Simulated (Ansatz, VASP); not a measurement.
## Rh in VASP and in Ansatz

The input INCAR:

```
PREC = Accurate ; ENCUT = 520
EDIFF = 1E-7 ; ISMEAR = -1
SIGMA = 0.05 ; LREAL = F
LASPH = T ; NELM = 100
ALGO = Normal ; ISIF = 2
LWAVE = F ; LCHARG = F
NBANDS = 14
```

KPOINTS

```
regular mesh
0
Gamma
  9 9 9
```

The input POSCAR:

```
Rh
1.0
    0.0000000000      1.9029860865      1.9029860865
    1.9029860865      0.0000000000      1.9029860865
    1.9029860865      1.9029860865      0.0000000000
Rh
1
Direct
    0.0000000000      0.0000000000      0.0000000000
```

Input for Ansatz:

```yaml
crystal:
  lattice:
    - [0.0, 1.9029860865, 1.9029860865]
    - [1.9029860865, 0.0, 1.9029860865]
    - [1.9029860865, 1.9029860865, 0.0]
  atoms:
    - { symbol: Rh, position: [0.0, 0.0, 0.0] }
kpoints:
  mp_grid: { grid: [9, 9, 9] }
scf:
  occupations: { method: fermi_dirac, width: 0.05 }
hamiltonian:
  xc: lda
  pseudopotentials: { kind: all_electron, lapw: { basis_error: 0.0005 } }
output:
  forces: true
  stress: true
  eigenvalues: true
basis:
  xc_grid: 3
```

Alike in both runs: task single point; functional LDA; k mesh 9 × 9 × 9; occupations fermi-dirac, width 0.05 eV; no spin polarisation.

|  | VASP | Ansatz |
| --- | --- | --- |
| version | VASP 6.6.1 | Ansatz 0.2.0 |
| potentials or method | VASP PAW LDA potentials, release 64 (Rh_pv), cutoff 520 eV | all-electron LAPW, scalar-relativistic |

```tsv
	VASP	Ansatz	Ansatz less VASP
gap on the k mesh at the Fermi level (eV)	none	none	-
pressure (GPa)	-11.0	-11.8	-0.78
```

LDA's correlation is that of Perdew and Zunger in VASP and of Perdew and Wang (1992) in Ansatz. A gap of «none» marks a metal or a gap that the smearing closes. Ansatz ran all-electron here, and VASP with PAW potentials.
